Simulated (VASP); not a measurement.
Runs of VASP 6.6.1 on SiNi (NiAs type). The structure is that of space group P6_3/mmc (No. 194), or close to it. The cells are those of the table. 

```csv
task,cell,gap on the mesh (eV),pressure (GPa)
relaxation of shape and atoms at fixed volume,"relaxed from a = 3.146, b = 3.146, c = 4.323 Å, angles 90.0, 90.0, 120.0°, 4 atoms",none,111.1
relaxation of shape and atoms at fixed volume,"relaxed from a = 2.876, b = 2.876, c = 3.952 Å, angles 90.0, 90.0, 120.0°, 4 atoms",none,355.6
single point,"a = 3.511, b = 3.511, c = 4.823 Å, angles 90.0, 90.0, 120.0°, 4 atoms",none,-0.1
relaxation of shape and atoms at fixed volume,"relaxed from a = 3.259, b = 3.259, c = 4.477 Å, angles 90.0, 90.0, 120.0°, 4 atoms",none,59.8
relaxation of cell and atoms,"relaxed from a = 3.311, b = 3.311, c = 5.133 Å, angles 90.0, 90.0, 120.0°, 4 atoms",none,0.0
relaxation of shape and atoms at fixed volume,"relaxed from a = 3.025, b = 3.025, c = 4.156 Å, angles 90.0, 90.0, 120.0°, 4 atoms",none,194.7
single point,"a = 2.218, b = 2.218, c = 6.644 Å, angles 90.0, 90.0, 120.0°, 4 atoms",none,(a)
single point,"a = 3.238, b = 3.238, c = 4.536 Å, angles 90.0, 90.0, 120.0°, 4 atoms",none,59.8
```

Alike in all rows: level PBE; potentials or basis VASP PAW PBE potentials, release 64 (Ni, Si); no spin polarisation; k mesh 11 × 11 × 6; smearing fermi-dirac 0.1 eV.

Problem. Estimate the missing entries.

Solution. (a) 262.6.

Caveats: the cell stands under pressure (at least some runs).

A gap of «none» marks levels without a gap at the run's occupations.
